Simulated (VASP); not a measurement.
# Cr (P6_3/mmc) in VASP: settings compared

The runs below take Cr through single point, relaxation of cell and atoms, with PBE, BLYP+D4, PBEsol.

All numbers are computed with VASP 6.6.1; they aren't measurements. Logs are shortened: lines on timing, memory, paths and dates and some standing lists are left out, and cuts for length are marked.

### 1 The cell of the first run

The structure is hexagonal, space group P6_3/mmc (No. 194). The conventional cell has a = 2.714 Å, b = 2.714 Å, c = 4.410 Å, α = 90.00°, β = 90.00°, γ = 120.00°. Cr (site symmetry -6m2) has 12 Cr at 2.71 Å within 3.6 Å.

This isn't the form of Cr at room conditions, which is bcc.

### 2 Single point, PBE, collinear spin, antiferromagnetic start

File POSCAR:

```
Cr
1.0
    2.7140000000      0.0000000000      0.0000000000
   -1.3570000000      2.3503929459      0.0000000000
    0.0000000000      0.0000000000      4.4100000000
Cr
2
Direct
    0.6666666667      0.3333333333      0.7500000000
    0.3333333333      0.6666666667      0.2500000000
```

File INCAR.step1:

```
SYSTEM = Cr
ISPIN    = 2              ! spin polarisation
MAGMOM   = 3 -3           ! initial moments
LORBIT   = 11             ! projections on sites
ISMEAR   = 1              ! smearing method
SIGMA    = 0.1            ! smearing width, eV
LWAVE    = .True.         ! write WAVECAR
LCHARG   = .True.         ! write CHGCAR
ISIF     = 2              ! what is computed and relaxed
NELM     = 100            ! most SCF steps
ALGO     = Normal         ! electronic algorithm
PREC     = Accurate       ! precision mode
LASPH    = .True.         ! aspherical terms in the spheres
LREAL    = .False.        ! projectors in reciprocal space
EDIFF    = 1E-5           ! SCF threshold, eV
GGA_COMPAT= .False.      
ENCUT    = 400            ! plane-wave cutoff, eV
LMAXMIX  = 4              ! l up to which the mixer works
GGA      = PE             ! functional
```

File INCAR.step2:

```
SYSTEM = Cr
GGA      = PE             ! functional
ISPIN    = 2              ! spin polarisation
MAGMOM   = 3 -3           ! initial moments
LORBIT   = 11             ! projections on sites
ISMEAR   = 1              ! smearing method
SIGMA    = 0.1            ! smearing width, eV
LWAVE    = .False.        ! write WAVECAR
LCHARG   = .False.        ! write CHGCAR
ISIF     = 2              ! what is computed and relaxed
NELM     = 100            ! most SCF steps
ALGO     = All            ! electronic algorithm
PREC     = Accurate       ! precision mode
LASPH    = .True.         ! aspherical terms in the spheres
LREAL    = .False.        ! projectors in reciprocal space
EDIFF    = 1E-6           ! SCF threshold, eV
GGA_COMPAT= .False.      
ENCUT    = 400            ! plane-wave cutoff, eV
LMAXMIX  = 4              ! l up to which the mixer works
ISTART   = 1            
ISEARCH  = 1
```

File KPOINTS:

```
k-points
0
Gamma
  11 11 6
```

Potentials or basis: VASP PAW PBE potentials, release 64 (Cr_pv).

The run is started by

```sh
> cat potpaw_PBE.64/Cr_pv/POTCAR > POTCAR
> cp INCAR.step1 INCAR
> mpirun -np 1 vasp_std > vasp.out
> cp INCAR.step2 INCAR
> mpirun -np 1 vasp_std > vasp.out
```

OUTCAR:

```text
SYSTEM = Cr
   GGA = PE
   ISPIN = 2
   LORBIT = 11
   ISMEAR = 1
   ISIF = 2
   NELM = 100
   PREC = Accurate
   LASPH = .True.
   LREAL = .False.
   EDIFF = 1E-6
   ENCUT = 400
   ISTART = 1

 Found     64 irreducible k-points:

 Following reciprocal coordinates:
            Coordinates               Weight
  0.000000  0.000000  0.000000      1.000000
  0.090909 -0.000000  0.000000      6.000000
  0.181818  0.000000  0.000000      6.000000
  0.272727  0.000000  0.000000      6.000000
  0.363636 -0.000000  0.000000      6.000000
  0.454545 -0.000000  0.000000      6.000000
   k-points           NKPTS =     64   k-points in BZ     NKDIM =     64   number of bands    NBANDS=     16
   number of dos      NEDOS =    301   number of ions     NIONS =      2
   total plane-waves  NPLWV =   9720
   dimension x,y,z NGX =    18 NGY =   18 NGZ =   30
   dimension x,y,z NGXF=    36 NGYF=   36 NGZF=   60
   ions per type =               2
   NGX,Y,Z   is equivalent  to a cutoff of  11.03, 11.03, 11.31 a.u.
   NGXF,Y,Z  is equivalent  to a cutoff of  22.05, 22.05, 22.62 a.u.
 SYSTEM =  Cr
   PREC   = accura    normal or accurate (medium, high low for compatibility)
   ISTART =      1    job   : 0-new  1-cont  2-samecut
   ICHARG =      0    charge: 1-file 2-atom 10-const
   ISPIN  =      2    spin polarized calculation?
   LNONCOLLINEAR =      F non collinear calculations
   LSORBIT =      F    spin-orbit coupling
   LASPH  =      T    aspherical Exc in radial PAW
   ENCUT  =  400.0 eV  29.40 Ry    5.42 a.u.   4.43  4.43  7.19*2*pi/ulx,y,z
   NELM   =    100;   NELMIN=  2; NELMDL=  0     # of ELM steps
   EDIFF  = 0.1E-05   stopping-criterion for ELM
   LREAL  =      F    real-space projection
   EDIFFG = 0.1E-04   stopping-criterion for IOM
   NSW    =      0    number of steps for IOM
   IBRION =     -1    ionic relax: 0-MD 1-quasi-New 2-CG
   NFREE  =      0    steps in history (QN), initial steepest desc. (CG)
   ISIF   =      2    stress and relaxation
   ISYM   =      2    0-nonsym 1-usesym 2-fastsym
   POTIM  = 0.5000    time-step for ionic-motion
   TEBEG  =    0.0;   TEEND  =   0.0 temperature during run

   SCALEE = 1.0000    scale energy and forces
   PSTRESS=    0.0 pullay stress
   NELECT =      24.0000    total number of electrons
   NUPDOWN=      -1.0000    fix difference up-down
   EMIN   =  10.00;   EMAX   =-10.00  energy-range for DOS
   EFERMI =   0.00;   METHOD = LEGACY
   ISMEAR =     1;   SIGMA  =   0.10  broadening in eV -4-tet -1-fermi 0-gaus
   EFERMI_NEDOS =   21; number of points for ismear=-14 and -15
   IALGO  =     58    algorithm
   IMIX   =      4    mixing-type and parameters
     AMIX     =   0.40;   BMIX     =  1.00
     AMIX_MAG =   1.60;   BMIX_MAG =  1.00
  volume/ion in A,a.u.               =      14.07        94.92
  Fermi-wavevector in a.u.,A,eV,Ry     =   1.552681  2.934142 32.801180  2.410819
  Thomas-Fermi vector in A             =   2.657021
   LORBIT       =     11    0 simple, 1 ext, 2 COOP (PROOUT), +10 PAW based schemes
   GGA     = PE    functional components
   LHFCALC =     F    Hartree Fock is set to
   AEXX    =    0.0000 exact exchange contribution
   IVDW    =     0    specifies the selected vdW correction
   LEPSILON=     F    determine dielectric tensor
   LRPA    =     F    only Hartree local field effects (RPA)

   CSHIFT  =0.1000    complex shift for real part using Kramers Kronig

   OMEGAMAX=  -1.0    maximum frequency
 spin polarized calculation
 Methfessel and Paxton  Order N= 1 SIGMA  =   0.10
  energy-cutoff  :      400.00
  volume of cell :       28.13
 maximum number of plane-waves:       537
 NGX is ok and might be reduce to    18
   NGX =  9   NGY =  9   NGZ = 15

 number of electron      24.0000004 magnetization       0.0000000

 number of electron      24.0000004 magnetization      -0.0000000

 Free energy of the ion-electron system (eV)
  ---------------------------------------------------
  ext. energy  EPLUGINS =         0.00000000
  ---------------------------------------------------
  free energy    TOTEN  =       -17.69205123 eV

  energy without entropy =      -17.69263680  energy(sigma->0) =      -17.69224642

 E-fermi :   8.5669     XC(G=0): -12.4703

 val. band max:        8.5520892200   @ k =   0.2727   0.0000   0.0000
 cond. band min:       8.5706860075   @ k =   0.4545   0.0909   0.3333
 fundamental gap:      0.0185967876
 Fermi energy:         8.5669436805

 spin component 1

 k-point     1 :       0.0000    0.0000    0.0000
  band No.  band energies     occupation
      1     -35.1382      1.00000
      2     -34.9768      1.00000
      3     -34.9767      1.00000
      4     -32.8895      1.00000
      5     -32.8895      1.00000
      6     -32.8357      1.00000
[... 8 lines left out ...]
     15       9.4141     -0.00000
     16       9.4141     -0.00000

 k-point     2 :       0.0909   -0.0000    0.0000
  band No.  band energies     occupation
      1     -35.1321      1.00000
      2     -35.0053      1.00000
      3     -34.9836      1.00000
      4     -32.9198      1.00000
      5     -32.8965      1.00000
      6     -32.8332      1.00000
[... 8 lines left out ...]
     15       9.3152     -0.00000
     16       9.5627     -0.00000

 k-point     3 :       0.1818    0.0000    0.0000
  band No.  band energies     occupation
      1     -35.1160      1.00000
      2     -35.0829      1.00000
      3     -35.0020      1.00000
      4     -33.0019      1.00000
      5     -32.9154      1.00000
      6     -32.8267      1.00000
[... 8 lines left out ...]
     15       9.2781     -0.00000
     16       9.9804     -0.00000

 k-point     4 :       0.2727    0.0000    0.0000
  band No.  band energies     occupation
      1     -35.1828      1.00000
      2     -35.0948      1.00000
      3     -35.0255      1.00000
      4     -33.1075      1.00000
      5     -32.9395      1.00000
      6     -32.8181      1.00000
[... 8 lines left out ...]
     15       9.7611     -0.00000
     16      10.5805      0.00000

 k-point     5 :       0.3636   -0.0000    0.0000
  band No.  band energies     occupation
      1     -35.2747      1.00000
      2     -35.0759      1.00000
      3     -35.0477      1.00000
      4     -33.2043      1.00000
      5     -32.9622      1.00000
      6     -32.8107      1.00000
[... 8 lines left out ...]
     15      10.5482     -0.00000
     16      11.2036      0.00000

 k-point     6 :       0.4545   -0.0000    0.0000
  band No.  band energies     occupation
      1     -35.3285      1.00000
      2     -35.0642      1.00000
      3     -35.0605      1.00000
      4     -33.2610      1.00000
      5     -32.9754      1.00000
      6     -32.8058      1.00000
[... 8 lines left out ...]
     15      11.2110      0.00000
     16      11.5008      0.00000

 [... further k-points ...]

 spin component 2

 k-point     1 :       0.0000    0.0000    0.0000
  band No.  band energies     occupation
      1     -35.1382      1.00000
      2     -34.9768      1.00000
      3     -34.9767      1.00000
      4     -32.8895      1.00000
      5     -32.8895      1.00000
      6     -32.8357      1.00000
[... 8 lines left out ...]
     15       9.4141     -0.00000
     16       9.4141     -0.00000

 k-point     2 :       0.0909   -0.0000    0.0000
  band No.  band energies     occupation
      1     -35.1321      1.00000
      2     -35.0053      1.00000
      3     -34.9836      1.00000
      4     -32.9198      1.00000
      5     -32.8965      1.00000
      6     -32.8332      1.00000
[... 8 lines left out ...]
     15       9.3152     -0.00000
     16       9.5627     -0.00000

 k-point     3 :       0.1818    0.0000    0.0000
  band No.  band energies     occupation
      1     -35.1160      1.00000
      2     -35.0829      1.00000
      3     -35.0020      1.00000
      4     -33.0019      1.00000
      5     -32.9154      1.00000
      6     -32.8267      1.00000
[... 8 lines left out ...]
     15       9.2781     -0.00000
     16       9.9804     -0.00000

 k-point     4 :       0.2727    0.0000    0.0000
  band No.  band energies     occupation
      1     -35.1828      1.00000
      2     -35.0948      1.00000
      3     -35.0255      1.00000
      4     -33.1075      1.00000
      5     -32.9395      1.00000
      6     -32.8181      1.00000
[... 8 lines left out ...]
     15       9.7611     -0.00000
     16      10.5805      0.00000

 k-point     5 :       0.3636   -0.0000    0.0000
  band No.  band energies     occupation
      1     -35.2747      1.00000
      2     -35.0759      1.00000
      3     -35.0477      1.00000
      4     -33.2043      1.00000
      5     -32.9622      1.00000
      6     -32.8107      1.00000
[... 8 lines left out ...]
     15      10.5482     -0.00000
     16      11.2036      0.00000

 k-point     6 :       0.4545   -0.0000    0.0000
  band No.  band energies     occupation
      1     -35.3285      1.00000
      2     -35.0642      1.00000
      3     -35.0605      1.00000
      4     -33.2610      1.00000
      5     -32.9754      1.00000
      6     -32.8058      1.00000
[... 8 lines left out ...]
     15      11.2110      0.00000
     16      11.5008      0.00000

 [... further k-points ...]

------------------------ aborting loop because EDIFF is reached ----------------------------------------

  FORCE on cell =-STRESS in cart. coord.  units (eV):
  Direction    XX          YY          ZZ          XY          YZ          ZX
  --------------------------------------------------------------------------------------
  -------------------------------------------------------------------------------------
  Total       -1.0361511     -1.0361511     -4.3546439      0.0000000      0.0000000      0.0000000
  in kB      -59.0126013    -59.0126013   -248.0129293      0.0000000      0.0000000      0.0000000
  external PRESSURE =    -122.0127106 kB  Pullay stress =       0.0000000 kB

 VOLUME and BASIS-vectors are now :
 -----------------------------------------------------------------------------
  energy-cutoff  :      400.00
  volume of cell :       28.13
      direct lattice vectors                 reciprocal lattice vectors
     2.714000000  0.000000000  0.000000000     0.368459838  0.212730387  0.000000000
    -1.357000000  2.350392946  0.000000000     0.000000000  0.425460773  0.000000000
     0.000000000  0.000000000  4.410000000     0.000000000  0.000000000  0.226757370

 POSITION                                       TOTAL-FORCE (eV/Angst)
 -----------------------------------------------------------------------------------
      1.35700      0.78346      3.30750        -0.000000      0.000000      0.000000
     -0.00000      1.56693      1.10250         0.000000      0.000000      0.000000
 -----------------------------------------------------------------------------------
    total drift:                               -0.000000      0.000000     -0.000000

  FREE ENERGIE OF THE ION-ELECTRON SYSTEM (eV)
  ---------------------------------------------------
  free  energy   TOTEN  =       -17.6920512299 eV

  energy  without entropy=      -17.6926366352  energy(sigma->0) =      -17.69224636

 total charge

# of ion       s       p       d       tot
------------------------------------------
    1        0.381   6.269   4.092  10.742
    2        0.381   6.269   4.092  10.742
--------------------------------------------------
tot          0.762  12.539   8.184  21.485

 magnetization (x)

# of ion       s       p       d       tot
------------------------------------------
    1        0.028   0.037   2.092   2.158
    2       -0.028  -0.037  -2.092  -2.158
--------------------------------------------------
tot         -0.000   0.000  -0.000  -0.000
```

It took 90 s on 1 thread of Intel Xeon Platinum 8259CL at 2.50GHz (Skylake/Cascade Lake), shared host; peak memory 0.18 GiB.

Results:

```
Free energy                                           : -17.6921 eV
Pressure                                              : -12.2 GPa
Band gap on the k mesh                                : zero (filled and empty bands overlap)
Net moment                                            : 0.00 μB per cell
Site moments                                          : Cr +2.16, -2.16 μB
Valence electrons inside the program's atomic spheres : Cr 10.74
```

Caveat: the stress differs along the axes, from -25 to -6 GPa; the antiferromagnetic order is the one typed at the start, and another may lie lower.

(Part 1 of 2 ends here.)

The gap in the log of VASP goes by the Fermi energy; the results here count the filled bands.